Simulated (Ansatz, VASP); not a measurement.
**P: VASP beside Ansatz**

File INCAR:

```
SYSTEM = P
PREC = Accurate
ENCUT = 520
EDIFF = 1E-6
ISMEAR = 0
SIGMA = 0.15
LREAL = .FALSE.
LASPH = .TRUE.
NELM = 100
ALGO = Normal
ISIF = 2
LWAVE = .FALSE.
LCHARG = .FALSE.
NBANDS = 8
```

Contents of KPOINTS:

```
Automatic mesh
0
G
  12 12 12
  0 0 0
```

Contents of POSCAR:

```
P
1.0
    4.2729048574      0.0000000000      0.0000000000
    0.0000000000      4.2729048574      0.0000000000
    0.0000000000      0.0000000000      4.3780000000
P
1
Direct
    0.0000000000      0.0000000000      0.0000000000
```

Input for Ansatz:

```yaml
crystal:
  lattice:
    - [4.2729048574, 0.0, 0.0]
    - [0.0, 4.2729048574, 0.0]
    - [0.0, 0.0, 4.378]
  atoms:
    - { symbol: P, position: [0.0, 0.0, 0.0] }
basis:
  ecutwfc: 420
kpoints:
  mp_grid: { grid: [12, 12, 12] }
hamiltonian:
  xc: lda
scf:
  occupations: { method: gaussian, width: 0.15 }
output:
  forces: true
  stress: true
  eigenvalues: true
```

Alike in both runs: task single point; functional LDA; k mesh 12 × 12 × 12; occupations gaussian, width 0.15 eV; no spin polarisation.

```csv
,VASP,Ansatz
version,VASP 6.6.1,Ansatz 0.2.0
potentials or method,"VASP PAW LDA potentials, release 64 (P), cutoff 520 eV","scalar-relativistic, plane waves, PAW"
valence electrons in the cell,5,5
```

```csv
,VASP,Ansatz,Ansatz less VASP
gap on the k mesh at the Fermi level (eV),none,none,-
pressure (GPa),-4.1,-4.1,+0.01
"traceless stress, the component that is largest in VASP (GPa)",0.28,0.28,-0.001
```

LDA's correlation is that of Perdew and Zunger in VASP and of Perdew and Wang (1992) in Ansatz. A gap of «none» marks a metal or a gap that the smearing closes.
